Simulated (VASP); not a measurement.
**Ti: relaxation of cell and atoms with PBEsol**

The system is Ti.

```
Ti
1.0
     2.43942    0.00000    0.00000
     0.00000    2.43942    0.00000
     0.00000    0.00000    2.43942
Ti
1
Direct
  0.00000 0.00000 0.00000
```

This isn't the form of Ti at room conditions, which is hcp.

```json
{
 "Program": "VASP 6.6.1",
 "Task": "relaxation of cell and atoms",
 "Functional": "PBEsol",
 "Potentials or basis": "VASP PAW PBE potentials, release 64 (Ti_sv)",
 "Cutoff": "600 eV",
 "k mesh": "16 × 16 × 16",
 "Occupations": "fermi-dirac, width 0.1 eV",
 "Spin": "no spin polarisation",
 "Target pressure": "30 GPa",
 "Dipole correction": "no",
 "Further INCAR settings": "ALGO = Normal; EDIFF = 1e-07; IBRION = 2; EDIFFG = -0.005; NSW = 60; ISIF = 3"
}
```

```yaml
Relaxed_volume: 13.77 Å³/atom
Relaxed_cell: a = 2.397 Å, b = 2.397 Å, c = 2.397 Å, α = 90.00°, β = 90.00°, γ = 90.00°
Space_group_after_relaxing_to_0.1_Å: Pm-3m (No. 221)
Energy_change_on_relaxing_the_run_minimises_the_enthalpy: +118.6 meV/atom
Ionic_steps: 5
Pressure_after_relaxing: 30.0 GPa
Band_gap_on_the_k_mesh: zero (bands 6 and 7 overlap by 2.88 eV)
```

The path:
```csv
step,energy change (eV),largest force (eV/Å),pressure (GPa),volume (Å³)
1,0.0000,0.0000,21.32,14.52
2,0.3078,0.0000,42.46,12.93
3,0.1178,0.0000,29.88,13.77
4,0.1206,0.0000,30.07,13.76
5,0.1186,0.0000,29.95,13.77
```

Final structure:
```
Ti
1.0
     2.39687    0.00000    0.00000
     0.00000    2.39687    0.00000
     0.00000    0.00000    2.39687
Ti
1
Cartesian
  2.3969 0.0000 2.3969
```

Levels at points of the mesh, in eV from the Fermi level:
```
           k point  band 3  band 4  band 5  band 6  band 7  band 8  band 9  band 10
(0.00, 0.00, 0.00)  -31.43  -31.43   -6.21   -2.03   -2.03    5.33    5.33     5.33
(0.50, 0.00, 0.00)  -31.25  -31.25   -1.79   -1.00    0.35    2.54    2.54     5.59
(0.50, 0.50, 0.00)  -33.05  -31.08   -4.17   -0.02    3.18    3.18    7.02     7.26
(0.50, 0.50, 0.50)  -32.76  -32.76   -2.07   -2.07   -2.07    7.18    7.18     9.42
```

Wall time 61 s on 1 thread of Intel(R) Xeon(R) Platinum 8488C (Sapphire Rapids), on a shared host, peak memory 0.15 GiB.

Caveat: the cell is relaxed towards a set pressure, so the run minimises the enthalpy, not the energy; the PAW data sets were made with another functional, which shifts forces and pressure a little.
